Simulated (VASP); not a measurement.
# TiAl3 (I4/mmm) in VASP: further runs, part 2 of 2

VASP 6.6.1.

**3. Single point, LDA (volume scaled by 1.04)**

INCAR reads:

```
PREC = Accurate
ENCUT = 520
EDIFF = 1E-6
ISMEAR = -1
SIGMA = 0.05
LREAL = False
LASPH = True
NELM = 80
ALGO = Fast
ISIF = 2
LWAVE = False
LCHARG = False
NBANDS = 18
```

KPOINTS reads:

```
Automatic mesh
0
Gamma
  10 10 10
```

POSCAR reads:

```
TiAl3
1.0
   -1.9362557970      1.9362557970      4.3369998440
    1.9362557970     -1.9362557970      4.3369998440
    1.9362557970      1.9362557970     -4.3369998440
Ti Al
1 3
Direct
    0.0000000000      0.0000000000      0.0000000000
    0.2500000000      0.7500000000      0.5000000000
    0.7500000000      0.2500000000      0.5000000000
    0.5000000000      0.5000000000      0.0000000000
```

Potentials or basis: VASP PAW LDA potentials, release 64 (Ti_sv, Al).

The run is started by

```bash
$ cat potpaw_LDA.64/Ti_sv/POTCAR potpaw_LDA.64/Al/POTCAR > POTCAR
$ mpirun -np 1 vasp_std > vasp.out
```

OUTCAR:

```text
PREC = Accurate
   ENCUT = 520
   EDIFF = 1E-6
   ISMEAR = -1
   LREAL = False
   LASPH = True
   NELM = 80
   ISIF = 2

 ion  position               nearest neighbor table
   1  0.000  0.000  0.000-   4 2.74   4 2.74   4 2.74   4 2.74   3 2.91   3 2.91   2 2.91   2 2.91
                             3 2.91   2 2.91   3 2.91   2 2.91
   2  0.250  0.750  0.500-   3 2.74   3 2.74   3 2.74   3 2.74   1 2.91   1 2.91   4 2.91   4 2.91
                             4 2.91   1 2.91   4 2.91   1 2.91
   3  0.750  0.250  0.500-   2 2.74   2 2.74   2 2.74   2 2.74   4 2.91   4 2.91   1 2.91   1 2.91
                             4 2.91   1 2.91   4 2.91   1 2.91
   4  0.500  0.500  0.000-   1 2.74   1 2.74   1 2.74   1 2.74   2 2.91   2 2.91   3 2.91   3 2.91
                             3 2.91   2 2.91   3 2.91   2 2.91

  LATTYP: Found a body centered tetragonal cell.
 ALAT       =     3.8725115940
 C/A-ratio  =     2.2398899209

  Lattice vectors:

 A1 = (  -1.9362557970,   1.9362557970,   4.3369998440)
 A2 = (   1.9362557970,  -1.9362557970,   4.3369998440)
 A3 = (   1.9362557970,   1.9362557970,  -4.3369998440)

Analysis of symmetry for initial positions (statically):
=====================================================================
 Subroutine PRICEL returns:
 Original cell was already a primitive cell.

 Routine SETGRP: Setting up the symmetry group for a
 body centered tetragonal supercell.

 Subroutine GETGRP returns: Found 16 space group operations
 (whereof 16 operations were pure point group operations)
 out of a pool of 16 trial point group operations.

The static configuration has the point symmetry D_4h.

Analysis of symmetry for dynamics (positions and initial velocities):
=====================================================================
 Subroutine PRICEL returns:
 Original cell was already a primitive cell.

 Routine SETGRP: Setting up the symmetry group for a
 body centered tetragonal supercell.

 Subroutine GETGRP returns: Found 16 space group operations
 (whereof 16 operations were pure point group operations)
 out of a pool of 16 trial point group operations.

The dynamic configuration has the point symmetry D_4h.

 Subroutine INISYM returns: Found 16 space group operations
 (whereof 16 operations are pure point group operations),
 and found     1 'primitive' translations

----------------------------------------------------------------------------------------

                                     Primitive cell

  volume of cell :      65.0392

  direct lattice vectors                    reciprocal lattice vectors
    -1.936255797  1.936255797  4.336999844     0.000000000  0.258230344  0.115287069
     1.936255797 -1.936255797  4.336999844     0.258230344  0.000000000  0.115287069
     1.936255797  1.936255797 -4.336999844     0.258230344  0.258230344  0.000000000

  length of vectors
     5.129107200  5.129107200  5.129107200     0.282796780  0.282796780  0.365192854

  position of ions in fractional coordinates (direct lattice)
     0.000000000  0.000000000  0.000000000
     0.250000000  0.750000000  0.500000000
     0.750000000  0.250000000  0.500000000
     0.500000000  0.500000000  0.000000000

  ion indices of the primitive-cell ions
   primitive index   ion index
                 1           1
                 2           2
[... 32 lines left out ...]
  0.100000 -0.000000  0.000000      8.000000
  0.200000 -0.000000  0.000000      8.000000
  0.300000  0.000000 -0.000000      8.000000
  0.400000 -0.000000  0.000000      8.000000
  0.500000  0.000000  0.000000      4.000000
[... 16 lines left out ...]
  0.300000  0.300000 -0.000000      8.000000
  0.400000  0.300000  0.000000     16.000000
 [... further k-points ...]
   k-points           NKPTS =    102   k-points in BZ     NKDIM =    102   number of bands    NBANDS=     18
   number of dos      NEDOS =    301   number of ions     NIONS =      4
   total plane-waves  NPLWV =  64000
   dimension x,y,z NGX =    40 NGY =   40 NGZ =   40
   dimension x,y,z NGXF=    80 NGYF=   80 NGZF=   80
   ions per type =               1   3
   NGX,Y,Z   is equivalent  to a cutoff of  12.96, 12.96, 12.96 a.u.
   NGXF,Y,Z  is equivalent  to a cutoff of  25.93, 25.93, 25.93 a.u.
 SYSTEM =  unknown system
   PREC   = accura    normal or accurate (medium, high low for compatibility)
   ISTART =      0    job   : 0-new  1-cont  2-samecut
   ICHARG =      2    charge: 1-file 2-atom 10-const
   ISPIN  =      1    spin polarized calculation?
   LNONCOLLINEAR =      F non collinear calculations
   LSORBIT =      F    spin-orbit coupling
   LASPH  =      T    aspherical Exc in radial PAW
   ENCUT  =  520.0 eV  38.22 Ry    6.18 a.u.   9.54  9.54  9.54*2*pi/ulx,y,z
   NELM   =     80;   NELMIN=  2; NELMDL= -5     # of ELM steps
   EDIFF  = 0.1E-05   stopping-criterion for ELM
   LREAL  =      F    real-space projection
   EDIFFG = 0.1E-04   stopping-criterion for IOM
   NSW    =      0    number of steps for IOM
   IBRION =     -1    ionic relax: 0-MD 1-quasi-New 2-CG
   NFREE  =      0    steps in history (QN), initial steepest desc. (CG)
   ISIF   =      2    stress and relaxation
   ISYM   =      2    0-nonsym 1-usesym 2-fastsym
   POTIM  = 0.5000    time-step for ionic-motion
   TEBEG  =    0.0;   TEEND  =   0.0 temperature during run
   PSTRESS=    0.0 pullay stress
   NELECT =      21.0000    total number of electrons
   NUPDOWN=      -1.0000    fix difference up-down
   EMIN   =  10.00;   EMAX   =-10.00  energy-range for DOS
   EFERMI =   0.00;   METHOD = LEGACY
   ISMEAR =    -1;   SIGMA  =   0.05  broadening in eV -4-tet -1-fermi 0-gaus
   EFERMI_NEDOS =   21; number of points for ismear=-14 and -15
   IALGO  =     68    algorithm
   IMIX   =      4    mixing-type and parameters
     AMIX     =   0.40;   BMIX     =  1.00
     AMIX_MAG =   1.60;   BMIX_MAG =  1.00
  volume/ion in A,a.u.               =      16.26       109.73
  Fermi-wavevector in a.u.,A,eV,Ry     =   1.123112  2.122373 17.162117  1.261380
  Thomas-Fermi vector in A             =   2.259776
   LORBIT       =      0    0 simple, 1 ext, 2 COOP (PROOUT), +10 PAW based schemes
   GGA     = CA    functional components
   LHFCALC =     F    Hartree Fock is set to
   AEXX    =    0.0000 exact exchange contribution
   IVDW    =     0    specifies the selected vdW correction
   LEPSILON=     F    determine dielectric tensor
   LRPA    =     F    only Hartree local field effects (RPA)
 non-spin polarized calculation
 RMM-DIIS sequential band-by-band and
  energy-cutoff  :      520.00
  volume of cell :       65.04
 maximum number of plane-waves:      1771
 NGX is ok and might be reduce to    40
   NGX = 19   NGY = 19   NGZ = 19

 number of electron      21.0000001 magnetization

 Free energy of the ion-electron system (eV)
  ---------------------------------------------------
  ext. energy  EPLUGINS =         0.00000000
  ---------------------------------------------------
  free energy    TOTEN  =       -22.70015637 eV

  energy without entropy =      -22.68593297  energy(sigma->0) =      -22.69304467

 E-fermi :   7.7329     XC(G=0): -10.8270

 val. band max:        7.7275946171   @ k =  -0.3000  -0.3000   0.2000
 cond. band min:       7.7360562380   @ k =   0.2000  -0.0000   0.0000
 fundamental gap:      0.0084616208
 Fermi energy:         7.7328652286

 k-point     1 :       0.0000    0.0000    0.0000
  band No.  band energies     occupation
      1     -48.1102      2.00000
      2     -24.8052      2.00000
      3     -24.8052      2.00000
      4     -24.7265      2.00000
      5      -2.1261      2.00000
      6       4.9044      2.00000
[... 481 lines left out ...]
      5       1.0664      2.00000
      6       2.1665      2.00000
[... 10 lines left out ...]
     17      12.3533      0.00000
     18      13.5760      0.00000

 [... further k-points ...]

------------------------ aborting loop because EDIFF is reached ----------------------------------------

  FORCE on cell =-STRESS in cart. coord.  units (eV):
  Direction    XX          YY          ZZ          XY          YZ          ZX
  --------------------------------------------------------------------------------------
  -------------------------------------------------------------------------------------
  Total       -2.9714661     -2.9714661     -2.7301020      0.0000000      0.0000000      0.0000000
  in kB      -73.1992278    -73.1992278    -67.2534543      0.0000000      0.0000000      0.0000000
  external PRESSURE =     -71.2173033 kB  Pullay stress =       0.0000000 kB

 VOLUME and BASIS-vectors are now :
 -----------------------------------------------------------------------------
  energy-cutoff  :      520.00
  volume of cell :       65.04
      direct lattice vectors                 reciprocal lattice vectors
    -1.936255797  1.936255797  4.336999844     0.000000000  0.258230344  0.115287069
     1.936255797 -1.936255797  4.336999844     0.258230344  0.000000000  0.115287069
     1.936255797  1.936255797 -4.336999844     0.258230344  0.258230344  0.000000000

 POSITION                                       TOTAL-FORCE (eV/Angst)
 -----------------------------------------------------------------------------------
      0.00000      0.00000      0.00000        -0.000000      0.000000      0.000000
      1.93626      0.00000      2.16850        -0.000000      0.000000     -0.000000
      0.00000      1.93626      2.16850         0.000000     -0.000000      0.000000
      0.00000      0.00000      4.33700        -0.000000      0.000000      0.000000
 -----------------------------------------------------------------------------------
    total drift:                               -0.000000     -0.000000      0.000000

  FREE ENERGIE OF THE ION-ELECTRON SYSTEM (eV)
  ---------------------------------------------------
  free  energy   TOTEN  =       -22.7001563666 eV

  energy  without entropy=      -22.6859329666  energy(sigma->0) =      -22.69304467
```

OSZICAR:

```text
N       E                     dE             d eps       ncg     rms          rms(c)
DAV:   1     0.115770025237E+03    0.11577E+03   -0.91128E+03  3672   0.106E+03
DAV:   2    -0.161136523707E+02   -0.13188E+03   -0.12840E+03  3720   0.278E+02
DAV:   3    -0.245154959920E+02   -0.84018E+01   -0.82462E+01  5912   0.644E+01
[... 21 lines left out ...]
RMM:  25    -0.227001517953E+02   -0.18386E-05   -0.23149E-05  3945   0.136E-02    0.289E-02
RMM:  26    -0.227001536239E+02   -0.18286E-05   -0.19928E-05  3582   0.117E-02    0.296E-02
RMM:  27    -0.227001547038E+02   -0.10799E-05   -0.13449E-05  3589   0.107E-02    0.295E-02
RMM:  28    -0.227001557627E+02   -0.10589E-05   -0.12712E-05  3572   0.100E-02    0.296E-02
RMM:  29    -0.227001563666E+02   -0.60389E-06   -0.85888E-06  3547   0.947E-03
   1 F= -.22700156E+02 E0= -.22693045E+02  d E =-.142234E-01
```

stdout:

```text
POSCAR found type information on POSCAR TiAl
 POSCAR found :  2 types and       4 ions
 scaLAPACK will be used
 LDA part: xc-table for (Slater(with rela. corr.)+CA(PZ))
 , standard interpolation
 POSCAR, INCAR and KPOINTS ok, starting setup
 FFT: planning ... GRIDC
 FFT: planning ... GRID_SOFT
 FFT: planning ... GRID
 WAVECAR not read
 entering main loop
WARNING in EDDRMM: call to ZHEGV failed, returncode =   8  4     12
WARNING in EDDRMM: call to ZHEGV failed, returncode =   6  3     10
WARNING in EDDRMM: call to ZHEGV failed, returncode =   8  4     16
```

It took 6.3 min on 1 thread of Intel Xeon Platinum 8488C (Sapphire Rapids), shared host; peak memory 0.27 GiB.

Results:

- Free energy: -22.7002 eV
- Pressure: -7.1 GPa

Stress tensor (GPa, compression positive):
```
-7.32  0.00  0.00
 0.00 -7.32  0.00
 0.00  0.00 -6.73
```

Levels at points of the mesh, in eV from the Fermi level:
| k point | band 8 | band 9 | band 10 | band 11 | band 12 | band 13 | band 14 | band 15 |
| --- | --- | --- | --- | --- | --- | --- | --- | --- |
| (0.00, 0.00, 0.00) | -1.33 | -1.17 | -1.17 | 0.80 | 1.71 | 1.71 | 2.15 | 2.32 |
| (0.50, 0.00, 0.00) | -2.92 | -1.02 | -0.24 | 0.48 | 1.68 | 2.06 | 2.60 | 3.12 |
| (0.50, 0.50, 0.00) | -3.60 | -2.60 | -2.15 | -0.94 | 1.66 | 1.80 | 2.68 | 2.73 |
| (0.50, 0.50, 0.50) | -0.89 | -0.89 | -0.20 | 0.68 | 0.68 | 0.91 | 3.04 | 4.36 |
